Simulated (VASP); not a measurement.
Write the native input for VASP 6.6.1 that does the following.

| Property | Result |
| --- | --- |
| Task | single point |
| Functional | PBEsol |
| Potentials or basis | VASP PAW PBE potentials, release 64 (Hf_pv, O) |
| Cutoff | 520 eV |
| k mesh | 8 × 8 × 8 |
| Occupations | gaussian, width 0.05 eV |
| Spin | no spin polarisation |
| Dipole correction | no |
| Further INCAR settings | ALGO = Normal; EDIFF = 1e-06; NBANDS = 18 |

The structure of HfO2 lies in POSCAR:

```
HfO2
1.0
    0.0667889247      2.5102861703      2.5102861703
    2.5102861703      0.0667889247      2.5102861703
    2.5102861703      2.5102861703      0.0667889247
Hf O
1 2
Direct
    0.0000000000      0.0000000000      0.0000000000
    0.2500000000      0.2500000000      0.2500000000
    0.7500000000      0.7500000000      0.7500000000
```

The input as run:

INCAR

```
PREC = Accurate ; ENCUT = 520
EDIFF = 1E-6 ; ISMEAR = 0
SIGMA = 0.05 ; LREAL = False
LASPH = True ; NELM = 100
ALGO = Normal ; ISIF = 2
LWAVE = False ; LCHARG = True
GGA = PS ; LELF = True
LVHAR = True ; NBANDS = 18
```

KPOINTS

```
regular mesh
0
Gamma
  8 8 8
```

Potentials or basis: VASP PAW PBE potentials, release 64 (Hf_pv, O).

Command:

```console
$ cat potpaw_PBE.64/Hf_pv/POTCAR potpaw_PBE.64/O/POTCAR > POTCAR
$ mpirun -np 1 vasp_std > vasp.out
```

It gave:

```
Pressure               : 12.6 GPa
Largest force          : 0.429 eV/Å
Band gap on the k mesh : 3.87 eV, direct
```

Caveat: the PAW data sets were made with another functional, which shifts forces and pressure a little; spin-orbit coupling is left out, which moves the levels of the heavy elements.

Run time: 51 s on 1 thread of Intel(R) Xeon(R) Platinum 8259CL CPU @ 2.50GHz (Skylake/Cascade Lake), with other jobs on the host, peak memory 0.18 GiB.
